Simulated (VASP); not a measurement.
Set up this calculation in VASP 6.6.1, as the native input.

```yaml
Task: single point
Functional: PBE
Potentials_or_basis: VASP PAW PBE potentials, release 64 (Al, Ni)
Cutoff: 520 eV
k_mesh: 20 × 20 × 20
Occupations: gaussian, width 0.15 eV
Spin: no spin polarisation
Dipole_correction: no
Further_INCAR_settings: ALGO = Fast; EDIFF = 1e-06; NBANDS = 14
```

The structure of AlNi lies in POSCAR:

```
AlNi
1.0
    2.8207564398      0.0000000000      0.0000000000
    0.0000000000      2.8207564398      0.0000000000
    0.0000000000      0.0000000000      2.8930835280
Al Ni
1 1
Direct
    0.0000000000      0.0000000000      0.0000000000
    0.5000000000      0.5000000000      0.5000000000
```

This cell differs from its parent crystal: strain -0.025 along x and y, +0.000 along z.

One way to write it, as run:

INCAR

```
SYSTEM = AlNi
PREC     = Accurate       ! precision mode
ENCUT    = 520            ! plane-wave cutoff, eV
EDIFF    = 1E-6           ! SCF threshold, eV
ISMEAR   = 0              ! smearing method
SIGMA    = 0.15           ! smearing width, eV
LREAL    = .FALSE.        ! projectors in reciprocal space
LASPH    = .TRUE.         ! aspherical terms in the spheres
NELM     = 80             ! most SCF steps
ALGO     = Fast           ! electronic algorithm
ISIF     = 2              ! what is computed and relaxed
LWAVE    = .FALSE.        ! write WAVECAR
LCHARG   = .FALSE.        ! write CHGCAR
GGA      = PE             ! functional
NBANDS   = 14             ! bands
```

KPOINTS

```
Automatic mesh
0
G
  20 20 20
  0 0 0
```

Potentials or basis: VASP PAW PBE potentials, release 64 (Al, Ni).

Command:

```bash
$ cat potpaw_PBE.64/Al/POTCAR potpaw_PBE.64/Ni/POTCAR > POTCAR
$ mpirun -np 1 vasp_std > vasp.out
```

It gave:

```yaml
Pressure: 8.9 GPa
Band_gap_on_the_k_mesh: zero (an odd number of electrons rules out a gap without spin polarisation)
```

Caveat: the cell differs from its parent crystal (strain -0.025 along x and y, +0.000 along z); the cell stands under pressure.

It took 2.9 min on 1 thread of Intel(R) Xeon(R) Platinum 8259CL CPU @ 2.50GHz (Skylake/Cascade Lake) (shared host), peak memory 0.34 GiB.
